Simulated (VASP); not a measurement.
Set up this calculation in VASP 6.6.1, as the native input.

* Task: single point
* Functional: LDA
* Potentials or basis: VASP PAW LDA potentials, release 64 (Cu, O)
* Cutoff: 520 eV
* k mesh: 10 × 10 × 5
* Occupations: fermi-dirac, width 0.05 eV
* Spin: no spin polarisation
* Dipole correction: no
* Further INCAR settings: ALGO = Normal; EDIFF = 1e-06; NBANDS = 25

The structure of CuO (Tenorite) lies in POSCAR:

```
CuO
1.0
    2.3418500000     -1.7113000000      0.0000000000
    2.3418500000      1.7113000000      0.0000000000
   -0.8500274268      0.0000000000      5.0578693947
Cu O
2 2
Direct
    0.5000000000      0.0000000000      0.5000000000
    0.0000000000      0.5000000000      0.0000000000
    0.4184000000      0.5816000000      0.7500000000
    0.5816000000      0.4184000000      0.2500000000
```

These files were run (other wordings do the same):

INCAR

```
SYSTEM = CuO
PREC     = Accurate       ! precision mode
ENCUT    = 520            ! plane-wave cutoff, eV
EDIFF    = 1E-6           ! SCF threshold, eV
ISMEAR   = -1             ! smearing method
SIGMA    = 0.05           ! smearing width, eV
LREAL    = .FALSE.        ! projectors in reciprocal space
LASPH    = .TRUE.         ! aspherical terms in the spheres
NELM     = 80             ! most SCF steps
ALGO     = Normal         ! electronic algorithm
ISIF     = 2              ! what is computed and relaxed
LWAVE    = .FALSE.        ! write WAVECAR
LCHARG   = .FALSE.        ! write CHGCAR
NBANDS   = 25             ! bands
```

KPOINTS

```
regular mesh
0
G
  10 10 5
  0 0 0
```

Potentials or basis: VASP PAW LDA potentials, release 64 (Cu, O).

Command:

```bash
$ cat potpaw_LDA.64/Cu/POTCAR potpaw_LDA.64/O/POTCAR > POTCAR
$ mpirun -np 1 vasp_std > vasp.out
```

It gave:

The pressure is -8.7 GPa. The largest force is 0.426 eV/Å. The band gap on the k mesh is zero (band 17 reaches 5.66 eV, above the bottom of band 18 at 5.05 eV).

Caveat: semilocal functionals often make such compounds metallic where correlation or magnetic order opens a gap, which also shifts bond lengths.

It took 95 s on 1 thread of Intel(R) Xeon(R) Platinum 8259CL CPU @ 2.50GHz (Skylake/Cascade Lake), on a shared host, peak memory 0.23 GiB.
